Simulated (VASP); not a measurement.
Here is a VASP 6.6.1 calculation.

File INCAR:

```
ALGO = Fast
EDIFF = 1E-7
ENCUT = 520
GGA = PS
ISIF = 2
ISMEAR = 0
LASPH = True
LCHARG = False
LREAL = False
LWAVE = False
NBANDS = 24
NELM = 80
PREC = Accurate
SIGMA = 0.1
```

The input KPOINTS:

```
k-points
0
Gamma
  14 14 14
```

File POSCAR:

```
Au
1.0
    0.0000000000      0.0000000000     -2.9068557672
   -2.9068557672      0.0000000000      0.0000000000
    1.4534278836      6.0399079335      1.4534278836
Au
3
Direct
    0.6666666667      0.6666666667      0.3333333333
    0.0000000000      0.0000000000      0.0000000000
    0.3333333333      0.3333333333      0.6666666667
```

Potentials or basis: VASP PAW PBE potentials, release 64 (Au).

Run with:

```bash
$ cat potpaw_PBE.64/Au/POTCAR > POTCAR
$ mpirun -np 1 vasp_std > vasp.out
```

(1) What does it give for the band gap on the k mesh?

(2) What does it give for the pressure?

Results:

(1) zero (an odd number of electrons rules out a gap without spin polarisation).

(2) -0.3 GPa.

Caveat: the PAW data sets were made with another functional, which shifts forces and pressure a little; spin-orbit coupling is left out, which moves the levels of the heavy elements.
